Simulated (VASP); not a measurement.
Runs of VASP 6.6.1 on Sb2Au. The structure is that of space group Fm-3m (No. 225), or close to it. The cells are those of the table. 

```csv
task,cell,gap on the mesh (eV),pressure (GPa)
single point,"a = 4.675 Å, angles 60.0°, 3 atoms",none,5.4
electric field gradients,"a = 4.675 Å, angles 60.0°, 3 atoms",none,5.4
electric field gradients,"a = 4.660, b = 4.660, c = 4.612 Å, angles 60.3, 60.3, 59.3°, 3 atoms",none,7.8
single point,"a = 4.722 Å, angles 60.0°, 3 atoms",none,(a)
single point,"a = 4.754, b = 4.754, c = 4.801 Å, angles 59.7, 59.7, 60.7°, 3 atoms",none,-0.6
electric field gradients,"a = 4.707 Å, angles 60.0°, 3 atoms",none,3.1
```

Alike in all rows: level LDA; potentials or basis VASP PAW LDA potentials, release 64 (Sb, Au); no spin polarisation; k mesh 9 × 9 × 9; cutoff (eV) 520; smearing fermi-dirac 0.08 eV.

Problem. Fill in the values left out.

Solution. (a) 2.1.

Caveats: spin-orbit coupling is left out, which moves the levels of the heavy elements.

A k mesh can miss the band edges, and the runs leave out spin-orbit coupling on Au, Sb.

A gap of «none» marks levels without a gap at the run's occupations.
